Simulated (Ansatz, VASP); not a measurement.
# Two plane-wave programs on MgS

Contents of POSCAR:

```
MgS
1.0
    3.7398515668      0.0000000000      0.0000000000
   -1.8699257834      3.1570391493      0.0000000000
    0.0000000000      0.0000000000      6.1473560943
Mg S
2 2
Direct
    0.0000000000      0.0000000000      0.0000000000
    0.0000000000      0.0000000000      0.5000000000
    0.3333333333      0.6666666667      0.2500000000
    0.6666666666      0.3333333333      0.7500000000
```

The input INCAR.step1:

```
PREC     = Accurate       # precision mode
ENCUT    = 520            # plane-wave cutoff, eV
ISMEAR   = 0              # smearing method
SIGMA    = 0.01           # smearing width, eV
LREAL    = False          # projectors in reciprocal space
LASPH    = True           # aspherical terms in the spheres
NELM     = 100            # most SCF steps
NBANDS   = 16             # bands
GGA      = PE             # functional
ALGO     = Normal         # electronic algorithm
EDIFF    = 1E-4           # SCF threshold, eV
LWAVE    = True           # write WAVECAR
LCHARG   = False          # write CHGCAR
```

Contents of INCAR.step2:

```
PREC     = Accurate       # precision mode
ENCUT    = 520            # plane-wave cutoff, eV
EDIFF    = 1E-6           # SCF threshold, eV
ISMEAR   = 0              # smearing method
SIGMA    = 0.01           # smearing width, eV
LREAL    = False          # projectors in reciprocal space
LASPH    = True           # aspherical terms in the spheres
NELM     = 100            # most SCF steps
ALGO     = Normal         # electronic algorithm
ISIF     = 2              # what is computed and relaxed
LWAVE    = False          # write WAVECAR
LCHARG   = False          # write CHGCAR
METAGGA  = R2SCAN         # meta-GGA
LMIXTAU  = True         
NBANDS   = 16             # bands
ISTART   = 1
```

The input KPOINTS:

```
Automatic mesh
0
Gamma
  12 12 4
```

Input for Ansatz:

```yaml
crystal:
  lattice:
    - [3.7398515668, 0.0, 0.0]
    - [-1.8699257834, 3.1570391493, 0.0]
    - [0.0, 0.0, 6.1473560943]
  atoms:
    - { symbol: Mg, position: [0.0, 0.0, 0.0] }
    - { symbol: Mg, position: [0.0, 0.0, 0.5] }
    - { symbol: S, position: [0.3333333333, 0.6666666667, 0.25] }
    - { symbol: S, position: [0.6666666666, 0.3333333333, 0.75] }
kpoints:
  mp_grid: { grid: [12, 12, 4] }
  band_path:
    path:
      - [0.0, 0.0, 0.0]
      - [0.5, 0.0, 0.0]
      - [0.3333333333, 0.3333333333, 0.0]
      - [0.0, 0.0, 0.5]
      - [0.5, 0.0, 0.5]
      - [0.3333333333, 0.3333333333, 0.5]
    npoints: 1
hamiltonian:
  xc: r2scan
scf:
  occupations: { method: fixed }
  n_extra_bands: 5
output:
  forces: true
  stress: true
  eigenvalues: true
```

Change from the starting cell: uniaxial_x strain +2.6%.

Alike in both runs: task single point; functional r2SCAN; k mesh 12 × 12 × 4; no spin polarisation.

|  | VASP | Ansatz |
| --- | --- | --- |
| version | VASP 6.6.1 | Ansatz 0.2.0 |
| potentials or method | VASP PAW PBE potentials, release 64 (Mg, S) | plane waves, PAW |
| plane-wave cutoff (eV) | 520 | 500 |
| occupations | gaussian, width 0.01 eV | fixed |
| valence electrons in the cell | 16 | 32 |

```csv
,VASP,Ansatz,Ansatz less VASP
gap on the k mesh at the Fermi level (eV),4.02,4.05,+0.025
pressure (GPa),-2.3,-1.9,+0.45
"traceless stress, the component that is largest in VASP (GPa)",-1.68,-1.71,-0.033
```

VASP's potentials were made for PBE, not for r2SCAN. VASP's potentials hold 16 valence electrons a cell and Ansatz's 32, so a difference there can come from the potentials and not from the codes.
